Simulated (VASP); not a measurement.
ZnHg3, 4 atoms in the cell. It takes space group Pm-3m (No. 221, cubic). The conventional cell has a = 4.477 Å, b = 4.477 Å, c = 4.477 Å, α = 90.00°, β = 90.00°, γ = 90.00°. Within 4.2 Å of Zn (site symmetry m-3m) lie 12 Hg at 3.17 Å. Hg (site symmetry 4/mmm) has 4 Zn at 3.17 Å and 8 Hg at 3.17 Å within 4.2 Å. 

```yaml
Program: VASP 6.6.1
Task: single point
Functional: r2SCAN
Potentials_or_basis: VASP PAW PBE potentials, release 64 (Zn, Hg)
Cutoff: 520 eV
k_mesh: 10 × 10 × 10
Occupations: methfessel-paxton, width 0.02 eV
Spin: no spin polarisation
Dipole_correction: no
Further_INCAR_settings: ALGO = Normal; EDIFF = 1e-07; NBANDS = 32
```

Potentials or basis: VASP PAW PBE potentials, release 64 (Zn, Hg).

Run with:

```bash
$ cat potpaw_PBE.64/Zn/POTCAR potpaw_PBE.64/Hg/POTCAR > POTCAR
$ cp INCAR.step1 INCAR
$ mpirun -np 1 vasp_std > vasp.out
$ cp INCAR.step2 INCAR
$ mpirun -np 1 vasp_std > vasp.out
```

Hardware: 1 thread of AMD EPYC 7R43 64-Core Processor (Zen 3), on a shared host.

Question: How long does it take, and how much memory?

Answer: Run time: 9.5 min on 1 thread of AMD EPYC 7R43 64-Core Processor (Zen 3), with other jobs on the host, peak memory 0.28 GiB. Counts: k points 56.
